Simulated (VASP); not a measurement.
# Cd (P6_3/mmc) in VASP: further runs

The runs below take Cd through single point, with PBE+U.

Everything below comes from runs of VASP 6.6.1. Logs are shortened: lines on timing, memory, paths and dates and some standing lists are left out, and cuts for length are marked.

### 1 The cell of the first run

It takes space group P6_3/mmc (No. 194, hexagonal). Conventional cell: a = 2.979 Å, b = 2.979 Å, c = 5.618 Å, α = 90.00°, β = 90.00°, γ = 120.00°. Cd (site symmetry -6m2) has 12 Cd at 2.98 to 3.29 Å within 3.9 Å.

### 2 Single point, PBE+U

Contents of INCAR:

```
SYSTEM = Cd
PREC = Accurate ; ENCUT = 500
EDIFF = 1E-6 ; ISMEAR = 0
SIGMA = 0.1 ; LREAL = .FALSE.
LASPH = .TRUE. ; NELM = 200
ALGO = Normal ; ISIF = 2
LWAVE = .FALSE. ; LCHARG = .TRUE.
LDAU = .TRUE. ; LDAUTYPE = 2
LDAUL = 2 ; LDAUU = 0.69
LDAUJ = 0 ; LDAUPRINT = 1
GGA = PE ; LELF = .TRUE.
LVHAR = .TRUE. ; NBANDS = 19
GGA_COMPAT = .FALSE.
```

Contents of KPOINTS:

```
regular mesh
0
G
  6 6 4
  0 0 0
```

Contents of POSCAR:

```
Cd
1.0
    2.9788725081      0.0000000000      0.0000000000
   -1.4894362540      2.5797792666      0.0000000000
    0.0000000000      0.0000000000      5.6176500000
Cd
2
Direct
    0.3333333333      0.6666666667      0.2500000000
    0.6666666667      0.3333333333      0.7500000000
```

Potentials or basis: VASP PAW PBE potentials, release 64 (Cd).

Command:

```
> cat potpaw_PBE.64/Cd/POTCAR > POTCAR
> mpirun -np 1 vasp_std > vasp.out
```

OUTCAR:

```text
SYSTEM = Cd
   PREC = Accurate
   ENCUT = 500
   EDIFF = 1E-6
   ISMEAR = 0
   LREAL = .FALSE.
   LASPH = .TRUE.
   NELM = 200
   ISIF = 2
   GGA = PE

 ion  position               nearest neighbor table
   1  0.333  0.667  0.250-   2 3.29   2 3.29   2 3.29   2 3.29   2 3.29   2 3.29
   2  0.667  0.333  0.750-   1 3.29   1 3.29   1 3.29   1 3.29   1 3.29   1 3.29

  LATTYP: Found a hexagonal cell.
 ALAT       =     2.9788725081
 C/A-ratio  =     1.8858309594

  Lattice vectors:

 A1 = (   2.9788725081,   0.0000000000,   0.0000000000)
 A2 = (  -1.4894362540,   2.5797792666,   0.0000000000)
 A3 = (   0.0000000000,   0.0000000000,   5.6176500000)

Analysis of symmetry for initial positions (statically):
=====================================================================
 Subroutine PRICEL returns:
 Original cell was already a primitive cell.

 Routine SETGRP: Setting up the symmetry group for a
 hexagonal supercell.

 Subroutine GETGRP returns: Found 24 space group operations
 (whereof 12 operations were pure point group operations)
 out of a pool of 24 trial point group operations.

The static configuration has the point symmetry D_3d.
 The point group associated with its full space group is D_6h.

Analysis of symmetry for dynamics (positions and initial velocities):
=====================================================================
 Subroutine PRICEL returns:
 Original cell was already a primitive cell.

 Routine SETGRP: Setting up the symmetry group for a
 hexagonal supercell.

 Subroutine GETGRP returns: Found 24 space group operations
 (whereof 12 operations were pure point group operations)
 out of a pool of 24 trial point group operations.

The dynamic configuration has the point symmetry D_3d.
 The point group associated with its full space group is D_6h.

 Subroutine INISYM returns: Found 24 space group operations
 (whereof 12 operations are pure point group operations),
 and found     1 'primitive' translations

----------------------------------------------------------------------------------------

                                     Primitive cell

  volume of cell :      43.1707

  direct lattice vectors                    reciprocal lattice vectors
     2.978872508  0.000000000  0.000000000     0.335697482  0.193815032  0.000000000
    -1.489436254  2.579779267  0.000000000     0.000000000  0.387630063  0.000000000
     0.000000000  0.000000000  5.617650000     0.000000000  0.000000000  0.178010378

  length of vectors
     2.978872508  2.978872508  5.617650000     0.387630063  0.387630063  0.178010378

  position of ions in fractional coordinates (direct lattice)
     0.333333333  0.666666667  0.250000000
     0.666666667  0.333333333  0.750000000

  ion indices of the primitive-cell ions
   primitive index   ion index
                 1           1
                 2           2

----------------------------------------------------------------------------------------

 KPOINTS: regular mesh

Automatic generation of k-mesh.
 Grid dimensions read from file:
 generate k-points for:    6    6    4

 Generating k-lattice:

  Cartesian coordinates                     Fractional coordinates (reciprocal lattice)
     0.055949580  0.032302505  0.000000000     0.166666667  0.000000000  0.000000000
     0.000000000  0.064605011  0.000000000     0.000000000  0.166666667  0.000000000
[... 86 lines left out ...]
   IVDW    =     0    specifies the selected vdW correction
   LEPSILON=     F    determine dielectric tensor
   LRPA    =     F    only Hartree local field effects (RPA)
 non-spin polarized calculation
 Gauss-broadening in eV      SIGMA  =   0.10
  energy-cutoff  :      500.00
  volume of cell :       43.17
 maximum number of plane-waves:      1130
 NGX is ok and might be reduce to    24
   NGX = 11   NGY = 11   NGZ = 21

atom =   1  type =  1  l = 2

 onsite density matrix

spin component  1

  0.9529 -0.0000 -0.0000  0.0000 -0.0000
 -0.0000  0.9550 -0.0000  0.0000  0.0000
 -0.0000 -0.0000  0.9556 -0.0000 -0.0000
  0.0000  0.0000 -0.0000  0.9550  0.0000
 -0.0000  0.0000 -0.0000  0.0000  0.9529

spin component  2

  0.9529 -0.0000 -0.0000  0.0000 -0.0000
 -0.0000  0.9550 -0.0000  0.0000  0.0000
 -0.0000 -0.0000  0.9556 -0.0000 -0.0000
  0.0000  0.0000 -0.0000  0.9550  0.0000
 -0.0000  0.0000 -0.0000  0.0000  0.9529

 occupancies and eigenvectors

  o =  0.9529  v =  0.9966  0.0000  0.0000 -0.0000  0.0826  0.0000  0.0000  0.0000  0.0000  0.0000      0.0000  0.0000  0.0000  0.0000  0.0000  0.0000  0.0000  0.0000  0.0000  0.0000
  o =  0.9529  v =  0.0000  0.0000  0.0000  0.0000  0.0000  0.9966  0.0000  0.0000 -0.0000  0.0826      0.0000  0.0000  0.0000  0.0000  0.0000  0.0000  0.0000  0.0000  0.0000  0.0000
  o =  0.9529  v =  0.0826 -0.0000 -0.0000  0.0000 -0.9966  0.0000  0.0000  0.0000  0.0000  0.0000      0.0000  0.0000  0.0000  0.0000  0.0000  0.0000  0.0000  0.0000  0.0000  0.0000
  o =  0.9529  v =  0.0000  0.0000  0.0000  0.0000  0.0000  0.0826 -0.0000 -0.0000  0.0000 -0.9966      0.0000  0.0000  0.0000  0.0000  0.0000  0.0000  0.0000  0.0000  0.0000  0.0000
  o =  0.9550  v =  0.0000 -0.9232  0.0000  0.3842  0.0000  0.0000  0.0000  0.0000  0.0000  0.0000      0.0000  0.0000  0.0000  0.0000  0.0000  0.0000  0.0000  0.0000  0.0000  0.0000
  o =  0.9550  v =  0.0000  0.0000  0.0000  0.0000  0.0000  0.0000 -0.9232  0.0000  0.3842  0.0000      0.0000  0.0000  0.0000  0.0000  0.0000  0.0000  0.0000  0.0000  0.0000  0.0000
  o =  0.9550  v = -0.0000 -0.3842  0.0000 -0.9232 -0.0000  0.0000  0.0000  0.0000  0.0000  0.0000      0.0000  0.0000  0.0000  0.0000  0.0000  0.0000  0.0000  0.0000  0.0000  0.0000
  o =  0.9550  v =  0.0000  0.0000  0.0000  0.0000  0.0000 -0.0000 -0.3842  0.0000 -0.9232 -0.0000      0.0000  0.0000  0.0000  0.0000  0.0000  0.0000  0.0000  0.0000  0.0000  0.0000
  o =  0.9556  v =  0.0000  0.0000  0.0000  0.0000  0.0000  0.0000 -0.0000 -1.0000  0.0000  0.0000      0.0000  0.0000  0.0000  0.0000  0.0000  0.0000  0.0000  0.0000  0.0000  0.0000
  o =  0.9556  v =  0.0000 -0.0000 -1.0000  0.0000  0.0000  0.0000  0.0000  0.0000  0.0000  0.0000      0.0000  0.0000  0.0000  0.0000  0.0000  0.0000  0.0000  0.0000  0.0000  0.0000

atom =   2  type =  1  l = 2

 onsite density matrix

spin component  1

  0.9529 -0.0000 -0.0000  0.0000 -0.0000
 -0.0000  0.9550 -0.0000  0.0000  0.0000
 -0.0000 -0.0000  0.9556 -0.0000 -0.0000
  0.0000  0.0000 -0.0000  0.9550  0.0000
 -0.0000  0.0000 -0.0000  0.0000  0.9529

spin component  2

  0.9529 -0.0000 -0.0000  0.0000 -0.0000
 -0.0000  0.9550 -0.0000  0.0000  0.0000
 -0.0000 -0.0000  0.9556 -0.0000 -0.0000
  0.0000  0.0000 -0.0000  0.9550  0.0000
 -0.0000  0.0000 -0.0000  0.0000  0.9529

 occupancies and eigenvectors

  o =  0.9529  v =  0.9944  0.0000  0.0000 -0.0000  0.1058  0.0000  0.0000  0.0000  0.0000  0.0000      0.0000  0.0000  0.0000  0.0000  0.0000  0.0000  0.0000  0.0000  0.0000  0.0000
  o =  0.9529  v =  0.0000  0.0000  0.0000  0.0000  0.0000  0.9944  0.0000  0.0000 -0.0000  0.1058      0.0000  0.0000  0.0000  0.0000  0.0000  0.0000  0.0000  0.0000  0.0000  0.0000
  o =  0.9529  v =  0.1058 -0.0000 -0.0000  0.0000 -0.9944  0.0000  0.0000  0.0000  0.0000  0.0000      0.0000  0.0000  0.0000  0.0000  0.0000  0.0000  0.0000  0.0000  0.0000  0.0000
  o =  0.9529  v =  0.0000  0.0000  0.0000  0.0000  0.0000  0.1058 -0.0000 -0.0000  0.0000 -0.9944      0.0000  0.0000  0.0000  0.0000  0.0000  0.0000  0.0000  0.0000  0.0000  0.0000
  o =  0.9550  v =  0.0000 -0.9232  0.0000  0.3842  0.0000  0.0000  0.0000  0.0000  0.0000  0.0000      0.0000  0.0000  0.0000  0.0000  0.0000  0.0000  0.0000  0.0000  0.0000  0.0000
  o =  0.9550  v =  0.0000  0.0000  0.0000  0.0000  0.0000  0.0000 -0.9232  0.0000  0.3842  0.0000      0.0000  0.0000  0.0000  0.0000  0.0000  0.0000  0.0000  0.0000  0.0000  0.0000
  o =  0.9550  v = -0.0000 -0.3842  0.0000 -0.9232  0.0000  0.0000  0.0000  0.0000  0.0000  0.0000      0.0000  0.0000  0.0000  0.0000  0.0000  0.0000  0.0000  0.0000  0.0000  0.0000
  o =  0.9550  v =  0.0000  0.0000  0.0000  0.0000  0.0000 -0.0000 -0.3842  0.0000 -0.9232  0.0000      0.0000  0.0000  0.0000  0.0000  0.0000  0.0000  0.0000  0.0000  0.0000  0.0000
  o =  0.9556  v =  0.0000  0.0000  0.0000  0.0000  0.0000  0.0000 -0.0000 -1.0000  0.0000  0.0000      0.0000  0.0000  0.0000  0.0000  0.0000  0.0000  0.0000  0.0000  0.0000  0.0000
  o =  0.9556  v =  0.0000 -0.0000 -1.0000  0.0000  0.0000  0.0000  0.0000  0.0000  0.0000  0.0000      0.0000  0.0000  0.0000  0.0000  0.0000  0.0000  0.0000  0.0000  0.0000  0.0000

 number of electron      23.9999993 magnetization

 Free energy of the ion-electron system (eV)
  ---------------------------------------------------
  ext. energy  EPLUGINS =         0.00000000
  ---------------------------------------------------
  free energy    TOTEN  =        -1.13123568 eV

  energy without entropy =       -1.12780572  energy(sigma->0) =       -1.12952070

 E-fermi :   3.2688     XC(G=0): -11.0195

 val. band max:        3.0443223579   @ k =   0.0000   0.0000   0.2500
 cond. band min:       3.2972939274   @ k =   0.3333   0.3333   0.2500
 fundamental gap:      0.2529715695
 Fermi energy:         3.2687580835

 k-point     1 :       0.0000    0.0000    0.0000
  band No.  band energies     occupation
      1      -7.1399      2.00000
      2      -6.8843      2.00000
      3      -6.5511      2.00000
      4      -6.5511      2.00000
      5      -6.5010      2.00000
      6      -6.5010      2.00000
[... 439 lines left out ...]
      6      -6.3384      2.00000
[... 11 lines left out ...]
     18      12.8801      0.00000
     19      14.9588      0.00000

------------------------ aborting loop because EDIFF is reached ----------------------------------------

  FORCE on cell =-STRESS in cart. coord.  units (eV):
  Direction    XX          YY          ZZ          XY          YZ          ZX
  --------------------------------------------------------------------------------------
  -------------------------------------------------------------------------------------
  Total        1.2466169      1.2466169      1.0005023      0.0000000      0.0000000      0.0000000
  in kB       46.2652018     46.2652018     37.1312482      0.0000000      0.0000000      0.0000000
  external PRESSURE =      43.2205506 kB  Pullay stress =       0.0000000 kB

 VOLUME and BASIS-vectors are now :
 -----------------------------------------------------------------------------
  energy-cutoff  :      500.00
  volume of cell :       43.17
      direct lattice vectors                 reciprocal lattice vectors
     2.978872508  0.000000000  0.000000000     0.335697482  0.193815032  0.000000000
    -1.489436254  2.579779267  0.000000000     0.000000000  0.387630063  0.000000000
     0.000000000  0.000000000  5.617650000     0.000000000  0.000000000  0.178010378

 POSITION                                       TOTAL-FORCE (eV/Angst)
 -----------------------------------------------------------------------------------
     -0.00000      1.71985      1.40441        -0.000000      0.000000      0.000000
      1.48944      0.85993      4.21324         0.000000     -0.000000      0.000000
 -----------------------------------------------------------------------------------
    total drift:                                0.000000     -0.000000      0.000000

  FREE ENERGIE OF THE ION-ELECTRON SYSTEM (eV)
  ---------------------------------------------------
  free  energy   TOTEN  =        -1.1312356849 eV

  energy  without entropy=       -1.1278057168  energy(sigma->0) =       -1.12952070
```

Run time: 24 s. Hardware: 1 thread of Intel Xeon 8259CL, shared host; peak memory 0.16 GiB.

What came out:

- Free energy: -1.1312 eV
- Pressure: 4.3 GPa
- Band gap on the k mesh: zero (band 12 reaches 4.01 eV, above the bottom of band 13 at -0.05 eV)

Levels at points of the mesh, in eV from the Fermi level:
| k point | band 8 | band 9 | band 10 | band 11 | band 12 | band 13 | band 14 | band 15 | band 16 | band 17 |
| --- | --- | --- | --- | --- | --- | --- | --- | --- | --- | --- |
| (0.00, 0.00, 0.00) | -9.29 | -9.17 | -9.05 | -9.05 | -3.35 | -3.32 | 10.29 | 14.17 | 14.46 | 14.59 |
| (0.50, 0.00, 0.00) | -9.08 | -8.79 | -8.77 | -2.64 | -2.16 | 1.70 | 2.74 | 2.89 | 4.91 | 8.11 |
| (0.00, 0.00, 0.50) | -9.15 | -9.15 | -9.15 | -7.68 | -7.68 | 3.41 | 3.41 | 14.50 | 14.50 | 15.55 |
| (0.50, 0.00, 0.50) | -9.05 | -8.78 | -8.78 | -1.82 | -1.82 | -0.23 | -0.23 | 7.82 | 7.82 | 9.73 |

Eigenvalues of the final occupation matrices:
| site | spin | trace | eigenvalues |
| --- | --- | --- | --- |
| site 1 d | 1 | 4.77 | 0.95 0.95 0.95 0.95 0.96 |
| site 1 d | 2 | 4.77 | 0.95 0.95 0.95 0.95 0.96 |
| site 2 d | 1 | 4.77 | 0.95 0.95 0.95 0.95 0.96 |
| site 2 d | 2 | 4.77 | 0.95 0.95 0.95 0.95 0.96 |

Caveat: the k points lie up to 0.41 Å⁻¹ apart; U without spin polarisation on a metal has little footing; the U is typed as a test and isn't derived for this compound.

(Continued in part 2 of 2.)
